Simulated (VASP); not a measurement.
Wanted: the native input for a VASP 6.6.1 run.

* Task: single point
* Functional: r2SCAN
* Potentials or basis: VASP PAW PBE potentials, release 64 (In_d, P)
* Cutoff: 520 eV
* k mesh: 6 × 6 × 6
* Occupations: fermi-dirac, width 0.1 eV
* Spin: no spin polarisation
* Dipole correction: no
* Further INCAR settings: ALGO = Normal; EDIFF = 1e-07; NBANDS = 38

Crystal: InP3.

```
In P
1.0
     3.70776    2.14068    3.48232
    -3.70776    2.14068    3.48232
     0.00000   -4.28136    3.48232
In P
2 6
Cartesian
  0.0000 0.0000 2.8102
  0.0000 0.0000 7.6367
  2.0207 -1.1667 6.4284
  0.0000 2.3333 6.4284
  -2.0207 -1.1667 6.4284
  -2.0207 1.1667 4.0186
  2.0207 1.1667 4.0186
  0.0000 -2.3333 4.0186
```

These files were run (other wordings do the same):

POSCAR

```
InP3
1.0
    3.7077630000      2.1406780000      3.4823200000
   -3.7077630000      2.1406780000      3.4823200000
    0.0000000000     -4.2813560000      3.4823200000
In P
2 6
Direct
    0.2690000000      0.2690000000      0.2690000000
    0.7310000000      0.7310000000      0.7310000000
    0.7970000000      0.2520000000      0.7970000000
    0.7970000000      0.7970000000      0.2520000000
    0.2520000000      0.7970000000      0.7970000000
    0.2030000000      0.7480000000      0.2030000000
    0.7480000000      0.2030000000      0.2030000000
    0.2030000000      0.2030000000      0.7480000000
```

INCAR.step1

```
PREC = Accurate
ENCUT = 520
ISMEAR = -1
SIGMA = 0.1
LREAL = False
LASPH = True
NELM = 60
NBANDS = 38
GGA = PE
ALGO = Normal
EDIFF = 1E-4
LWAVE = True
LCHARG = False
```

INCAR.step2

```
PREC = Accurate
ENCUT = 520
EDIFF = 1E-7
ISMEAR = -1
SIGMA = 0.1
LREAL = False
LASPH = True
NELM = 60
ALGO = Normal
ISIF = 2
LWAVE = False
LCHARG = False
METAGGA = R2SCAN
LMIXTAU = True
NBANDS = 38
ISTART = 1
```

KPOINTS

```
Automatic mesh
0
Gamma
  6 6 6
```

Potentials or basis: VASP PAW PBE potentials, release 64 (In_d, P).

Run with:

```console
$ cat potpaw_PBE.64/In_d/POTCAR potpaw_PBE.64/P/POTCAR > POTCAR
$ cp INCAR.step1 INCAR
$ mpirun -np 1 vasp_std > vasp.out
$ cp INCAR.step2 INCAR
$ mpirun -np 1 vasp_std > vasp.out
```

It gave:

```json
{
  "Pressure": "-1.2 GPa",
  "Largest force": "0.499 eV/Å",
  "Band gap on the k mesh": "zero (bands 28 and 29 overlap by 0.71 eV)"
}
```

Caveat: semilocal functionals underestimate gaps, so a narrow gap can read as zero; the PAW data sets were made with another functional, which shifts forces and pressure a little; spin-orbit coupling is left out, which moves the levels of the heavy elements.

Run time: 5.5 min on 1 thread of Intel(R) Xeon(R) 6975P-C (Granite Rapids) (shared host), peak memory 0.37 GiB.
